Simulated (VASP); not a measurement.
Wanted: the native input for a VASP 6.6.1 run.

```
Task                   : single point
Functional             : PBE
Potentials or basis    : VASP PAW PBE potentials, release 64 (Mo_sv, S)
Cutoff                 : 520 eV
k mesh                 : 8 × 8 × 2
Occupations            : gaussian, width 0.05 eV
Spin                   : collinear spin, ferromagnetic start
Starting moments       : [2.0, 2.0, 0.0, 0.0, 0.0, 0.0] μB
Fixed moment           : 4 μB
Hubbard terms          : Mo d U = 4.38 eV
Dipole correction      : no
Further INCAR settings : ALGO = Normal; EDIFF = 1e-07; NBANDS = 39
```

The structure of MoS2 lies in POSCAR:

```
MoS2
1.0
    3.1689980500      0.0000000000      0.0000000000
   -1.5844990200      2.7444328200      0.0000000000
    0.0000000000      0.0000000000     12.3240000000
Mo S
2 4
Direct
    0.3333333300      0.6666666700      0.2500000000
    0.6666666700      0.3333333300      0.7500000000
    0.3333333300      0.6666666700      0.6230000000
    0.6666666700      0.3333333300      0.1230000000
    0.3333333300      0.6666666700      0.8770000000
    0.6666666700      0.3333333300      0.3770000000
```

These files were run (other wordings do the same):

INCAR

```
SYSTEM = MoS2
ALGO = Normal ; EDIFF = 1E-7
ENCUT = 520 ; GGA = PE
ISIF = 2 ; ISMEAR = 0
ISPIN = 2 ; LASPH = .True.
LCHARG = .False. ; LDAU = .True.
LDAUJ = 0 0 ; LDAUL = 2 -1
LDAUPRINT = 1 ; LDAUTYPE = 2
LDAUU = 4.38 0 ; LMAXMIX = 4
LORBIT = 11 ; LREAL = .False.
LWAVE = .False. ; MAGMOM = 2 2 0 0 0 0
NBANDS = 39 ; NELM = 150
NUPDOWN = 4.0 ; PREC = Accurate
SIGMA = 0.05
```

KPOINTS

```
k-points
0
Gamma
  8 8 2
  0 0 0
```

Potentials or basis: VASP PAW PBE potentials, release 64 (Mo_sv, S).

Run with:

```bash
$ cat potpaw_PBE.64/Mo_sv/POTCAR potpaw_PBE.64/S/POTCAR > POTCAR
$ mpirun -np 1 vasp_std > vasp.out
```

It gave:

```
Pressure                                              : 19.2 GPa
Largest force                                         : 0.920 eV/Å
Net moment                                            : 4.00 μB per cell
Site moments                                          : Mo +1.92; S -0.06 μB
Valence electrons inside the program's atomic spheres : Mo 12.45; S 3.74
```

Caveat: this functional lacks dispersion, which binds the layers, so the pressure and a relaxed spacing across them are unreliable; the total moment is fixed, so each spin has its own Fermi level.

Run time: 4.4 min on 1 thread of Intel Xeon 8259CL, on a shared host, peak memory 0.33 GiB.
